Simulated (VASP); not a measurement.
**SnSe: single point with HSE06**

The system is SnSe.

```
Sn Se
1.0
     0.00000    2.98489    2.98489
     2.98489    0.00000    2.98489
     2.98489    2.98489    0.00000
Sn Se
1 1
Direct
  0.00000 0.00000 0.00000
  0.50000 0.50000 0.50000
```

| Property | Result |
| --- | --- |
| Program | VASP 6.6.1 |
| Task | single point |
| Functional | HSE06 |
| Potentials or basis | VASP PAW PBE potentials, release 64 (Sn_d, Se) |
| Cutoff | 520 eV |
| k mesh | 4 × 4 × 4 |
| Occupations | gaussian, width 0.01 eV |
| Spin | no spin polarisation |
| Dipole correction | no |
| Grid for exact exchange (PRECFOCK) | Normal |
| Further INCAR settings | ALGO = Normal; EDIFF = 1e-06; NBANDS = 17 |
| Screening parameter | 0.2079 1/Å |

- Pressure: -0.6 GPa
- Band gap on the k mesh: 0.61 eV, direct

Levels at points of the mesh, in eV from the valence-band top:
| k point | band 8 | band 9 | band 10 | band 11 | band 12 | band 13 |
| --- | --- | --- | --- | --- | --- | --- |
| (0.00, 0.00, 0.00) | -2.89 | -2.89 | -2.89 | 4.92 | 4.92 | 4.92 |
| (0.50, 0.00, 0.00) | -2.64 | -2.64 | 0.00 | 0.61 | 1.39 | 1.39 |
| (0.50, 0.50, 0.00) | -6.62 | -4.52 | -4.52 | 3.09 | 6.07 | 6.07 |

It took 3.2 min on 1 thread of Intel(R) Xeon(R) 6975P-C (Granite Rapids), with other jobs on the host, peak memory 0.29 GiB.

Caveat: the k points lie up to 0.46 Å⁻¹ apart; the PAW data sets were made with another functional, which shifts forces and pressure a little; spin-orbit coupling is left out, which moves the levels of the heavy elements. A k mesh can miss the band edges.
